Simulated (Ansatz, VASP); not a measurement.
## W3O in VASP and in Ansatz

```
CELL_PARAMETERS angstrom
4.88450 0.10990 0.00000
0.10990 4.88450 0.00000
0.00000 0.00000 4.88450
ATOMIC_POSITIONS crystal
W 0.50000 0.75000 0.00000
W 0.00000 0.50000 0.75000
W 0.25000 0.00000 0.50000
W 0.50000 0.25000 0.00000
W 0.00000 0.50000 0.25000
W 0.75000 0.00000 0.50000
O 0.50000 0.50000 0.50000
O 0.00000 0.00000 0.00000
```

Change from the starting cell: strain +0.0450 x Voigt [0, 0, 0, 0, 0, 1], atoms carried along.

Alike in both runs: task single point; functional PBE; k mesh 8 × 8 × 8; occupations gaussian, width 0.15 eV; no spin polarisation.

|  | VASP | Ansatz |
| --- | --- | --- |
| version | VASP 6.6.1 | Ansatz 0.2.0 |
| potentials or method | VASP PAW PBE potentials, release 64 (W_sv, O), cutoff 520 eV | scalar-relativistic, plane waves, PAW |
| valence electrons in the cell | 96 | 96 |

```tsv
	VASP	Ansatz	Ansatz less VASP
gap on the k mesh at the Fermi level (eV)	none	none	-
pressure (GPa)	1.0	0.2	-0.78
traceless stress, the component that is largest in VASP (GPa)	-0.44	-0.43	+0.017
rms of the force components (eV/Å)	0.134	0.134	+0.0001
```

Atom by atom the forces differ by 0.000 eV/Å (rms over components). A gap of «none» marks a metal or a gap that the smearing closes.

Neither program's run includes spin-orbit coupling.
